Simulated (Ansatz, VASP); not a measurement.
# One calculation of CdSe, two programs

File INCAR:

```
PREC = Accurate ; ENCUT = 520
EDIFF = 1E-7 ; ISMEAR = -1
SIGMA = 0.02 ; LREAL = False
LASPH = True ; NELM = 80
ALGO = Normal ; ISIF = 2
LWAVE = False ; LCHARG = True
GGA = PE ; LELF = True
LVHAR = True ; NBANDS = 16
```

Contents of KPOINTS:

```
regular mesh
0
Gamma
  8 8 8
```

The input POSCAR:

```
CdSe
1.0
    0.0000000000      3.0315811490      3.0315811490
    3.0315811490      0.0000000000      3.0315811490
    3.0315811490      3.0315811490      0.0000000000
Cd Se
1 1
Direct
    0.0000000000      0.0000000000      0.0000000000
    0.2500000000      0.2500000000      0.2500000000
```

Input for Ansatz:

```yaml
crystal:
  lattice:
    - [0.0, 3.031581149, 3.031581149]
    - [3.031581149, 0.0, 3.031581149]
    - [3.031581149, 3.031581149, 0.0]
  atoms:
    - { symbol: Cd, position: [0.0, 0.0, 0.0] }
    - { symbol: Se, position: [0.25, 0.25, 0.25] }
kpoints:
  mp_grid: { grid: [8, 8, 8] }
  band_path:
    path:
      - [0.0, 0.0, 0.0]
      - [-0.5, -0.5, 0.0]
      - [-0.375, -0.375, 0.25]
      - [-0.375, 0.0, 0.375]
      - [0.0, 0.0, 0.5]
      - [-0.5, -0.25, 0.25]
    npoints: 1
hamiltonian:
  xc: pbe
scf:
  occupations: { method: fermi_dirac, width: 0.02 }
  n_extra_bands: 4
output:
  forces: true
  stress: true
  eigenvalues: true
```

Change from the starting cell: hydrostatic strain -1.2%.

Alike in both runs: task single point; functional PBE; k mesh 8 × 8 × 8; occupations fermi-dirac, width 0.02 eV; no spin polarisation.

|  | VASP | Ansatz |
| --- | --- | --- |
| version | VASP 6.6.1 | Ansatz 0.2.0 |
| potentials or method | VASP PAW PBE potentials, release 64 (Cd, Se) | plane waves, PAW |
| plane-wave cutoff (eV) | 520 | 420 |
| valence electrons in the cell | 18 | 36 |

|  | VASP | Ansatz | Ansatz less VASP |
| --- | --- | --- | --- |
| pressure (GPa) | 3.7 | 3.4 | -0.33 |

VASP's potentials hold 18 valence electrons a cell and Ansatz's 36, so a difference there can come from the potentials and not from the codes.
